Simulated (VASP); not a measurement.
## SnO2: single point with LDA

SnO2:

```
CELL_PARAMETERS angstrom
3.23058 0.00000 0.00000
-1.61529 2.79776 0.00000
0.00000 0.00000 10.79056
ATOMIC_POSITIONS crystal
Sn 0.00000 0.00000 0.00000
Sn 0.00000 0.00000 0.50000
O 0.33333 0.66667 0.90586
O 0.33333 0.66667 0.59414
O 0.66667 0.33333 0.09414
O 0.66667 0.33333 0.40586
```

```
Program             : VASP 6.6.1
Task                : single point
Functional          : LDA
Potentials or basis : VASP PAW LDA potentials, release 64 (Sn_d, O)
Cutoff              : 520 eV
k mesh              : 7 × 7 × 3
Occupations         : fermi-dirac, width 0.05 eV
Spin                : non-collinear spin, zero start, spin-orbit coupling
Starting moments    : [[0.0, 0.0, 0.0], [0.0, 0.0, 0.0], [0.0, 0.0, 0.0], [0.0, 0.0, 0.0], [0.0, 0.0, 0.0], [0.0, 0.0, 0.0]] μB
```

```json
{
 "Pressure": "-7.2 GPa",
 "Largest force": "0.637 eV/Å",
 "Net moment": "0.00 μB per cell",
 "Valence electrons inside the program's atomic spheres": "Sn 12.28; O 4.96"
}
```

Forces in eV/Å, atoms in the order of the input:
```
Sn   0.000  0.000  0.000
Sn   0.000  0.000  0.000
O    0.000  0.000  0.637
O    0.000  0.000 -0.637
O    0.000  0.000 -0.637
O    0.000  0.000  0.637
```

Stress tensor (GPa, compression positive):
```
-8.38  0.00  0.00
 0.00 -8.38  0.00
 0.00  0.00 -4.71
```

Moments on the atoms (μB; x, y, z):
```
Sn  0.00 0.00 0.00
Sn  0.00 0.00 0.00
O   0.00 0.00 0.00
O   0.00 0.00 0.00
O   0.00 0.00 0.00
O   0.00 0.00 0.00
```

Run time: 96 s on 1 thread of Intel(R) Xeon(R) 6975P-C (Granite Rapids), on a shared host, peak memory 0.37 GiB.

Caveat: the cell stands under tension.
